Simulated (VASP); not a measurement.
Wanted: the native input for a VASP 6.6.1 run.

```
Task                   : single point
Functional             : PBE
Potentials or basis    : VASP PAW PBE potentials, release 64 (Zn, Ga_d, O)
Cutoff                 : 520 eV
k mesh                 : 5 × 5 × 5
Occupations            : gaussian, width 0.1546 eV
Spin                   : no spin polarisation
Dipole correction      : no
Further INCAR settings : LREAL = Auto; ALGO = Normal; EDIFF = 1e-07; NBANDS = 81
```

The structure of Zn2GaO5 lies in POSCAR:

```
Zn2GaO5
1.0
    0.0000000000      0.0000000000      5.1489610000
    4.1856850000     -5.4482940000      2.5744800000
    4.1856850000      5.4482940000     -2.5744800000
Zn Ga O
4 2 10
Direct
    0.8804000000      0.3664600000      0.0488600000
    0.1980000000      0.6335400000      0.9511400000
    0.8804000000      0.9511400000      0.6335400000
    0.1980000000      0.0488600000      0.3664600000
    0.3872000000      0.1442000000      0.8558000000
    0.6756000000      0.8558000000      0.1442000000
    0.1980000000      0.3681000000      0.9581000000
    0.6080000000      0.6319000000      0.0419000000
    0.1980000000      0.0419000000      0.6319000000
    0.6080000000      0.9581000000      0.3681000000
    0.6888000000      0.1593000000      0.8407000000
    0.0074000000      0.8407000000      0.1593000000
    0.9970000000      0.3140000000      0.3140000000
    0.9970000000      0.6860000000      0.6860000000
    0.4370000000      0.0000000000      0.0000000000
    0.5140000000      0.5000000000      0.5000000000
```

The input as run:

INCAR

```
PREC = Accurate ; ENCUT = 520
EDIFF = 1E-7 ; ISMEAR = 0
SIGMA = 0.1546 ; LREAL = Auto
LASPH = T ; NELM = 80
ALGO = Normal ; ISIF = 2
LWAVE = F ; LCHARG = F
GGA = PE ; NBANDS = 81
```

KPOINTS

```
regular mesh
0
Gamma
  5 5 5
```

Potentials or basis: VASP PAW PBE potentials, release 64 (Zn, Ga_d, O).

Run with:

```sh
$ cat potpaw_PBE.64/Zn/POTCAR potpaw_PBE.64/Ga_d/POTCAR potpaw_PBE.64/O/POTCAR > POTCAR
$ mpirun -np 1 vasp_std > vasp.out
```

Results of the run:

* Pressure: 16.2 GPa
* Largest force: 7.246 eV/Å
* Band gap on the k mesh: zero (bands 67 and 68 overlap by 0.08 eV)

Caveat: the cell stands under pressure; forces of over 1 eV/Å act on the atoms, so gaps and moduli don't describe the material at rest.

Run time: 57 min on 1 thread of Intel Xeon 8259CL, on a shared host, peak memory 0.55 GiB.
